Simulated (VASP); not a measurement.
## KBr: single point with PBE

KBr:

```
K Br
1.0
     0.00000    3.68830    3.68830
     3.66469    0.00000    3.68830
     3.66469    3.68830    0.00000
K Br
1 1
Direct
  0.00000 0.00000 0.00000
  0.25000 0.25000 0.25000
```

This cell differs from its parent crystal: uniaxial x strain -0.6%.

```
Program             : VASP 6.6.1
Task                : single point
Functional          : PBE
Potentials or basis : VASP PAW PBE potentials, release 64 (K_sv, Br)
Cutoff              : 520 eV
k mesh              : 6 × 6 × 6
Occupations         : fermi-dirac, width 0.02 eV
Spin                : no spin polarisation
```

```json
{"Pressure": "0.3 GPa", "Band gap on the k mesh": "4.29 eV (least direct gap 4.31 eV)"}
```

Levels at points of the mesh, in eV from the valence-band top:
```csv
k point,band 6,band 7,band 8,band 9,band 10,band 11
"(0.00, 0.00, 0.00)",-0.02,-0.02,-0.02,4.29,8.61,8.65
"(0.50, 0.00, 0.00)",-0.40,-0.01,0.00,6.55,7.00,8.20
"(0.50, 0.50, 0.00)",-0.44,-0.02,-0.02,6.07,7.18,8.96
"(0.00, 0.50, 0.50)",-0.44,-0.02,-0.02,6.08,7.18,8.99
```

It took 56 s on 1 thread of Oxide Virtual Turin-like Processor, on a shared host, peak memory 0.22 GiB.

Caveat: the cell differs from its parent crystal (uniaxial x strain -0.6%); the structure was generated, so it needn't be the stable form of KBr. A k mesh can miss the band edges.
